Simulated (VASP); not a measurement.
A run of VASP 6.6.1 is set up as follows.

Contents of INCAR:

```
SYSTEM = Cd3N2
  ALGO = Normal
  EDIFF = 1E-6
  ENCUT = 700
  GGA = PE
  GGA_COMPAT = .False.
  ISIF = 2
  ISMEAR = 0
  LASPH = .True.
  LCHARG = .False.
  LREAL = .False.
  LWAVE = .False.
  NBANDS = 43
  NELM = 120
  PREC = Accurate
  SIGMA = 0.1
```

Contents of KPOINTS:

```
k-points
0
Gamma
  6 6 8
  0 0 0
```

File POSCAR:

```
Cd3N2
1.0
    6.4584265392      0.0000000000      0.0000000000
   -3.2292132696      5.5931614514      0.0000000000
    0.0000000000      0.0000000000      4.0228571492
Cd N
3 2
Direct
    0.5000000000      0.0000000000      0.0000000000
    0.0000000000      0.5000000000      0.0000000000
    0.5000000000      0.5000000000      0.0000000000
    0.0000000000      0.0000000000      0.6379408338
    0.0000000000      0.0000000000      0.3620591662
```

Potentials or basis: VASP PAW PBE potentials, release 64 (Cd_sv_GW, N).

Run with:

```bash
$ cat potpaw_PBE.64/Cd_sv_GW/POTCAR potpaw_PBE.64/N/POTCAR > POTCAR
$ mpirun -np 1 vasp_std > vasp.out
```

Problem. What does it give for the band gap on the k mesh?

Solution. Zero (bands 35 and 36 overlap by 1.01 eV).

Problem. Predict the pressure.

Solution. 0.5 GPa.

Forces in eV/Å, atoms in the order of the input:
```
Cd   0.000  0.000  0.000
Cd   0.000  0.000  0.000
Cd   0.000  0.000  0.000
N    0.000  0.000  1.469
N    0.000  0.000 -1.469
```

Caveat: the standard files for N, O and F lose accuracy on very short bonds; forces of over 1 eV/Å act on the atoms, so gaps and moduli don't describe the material at rest.
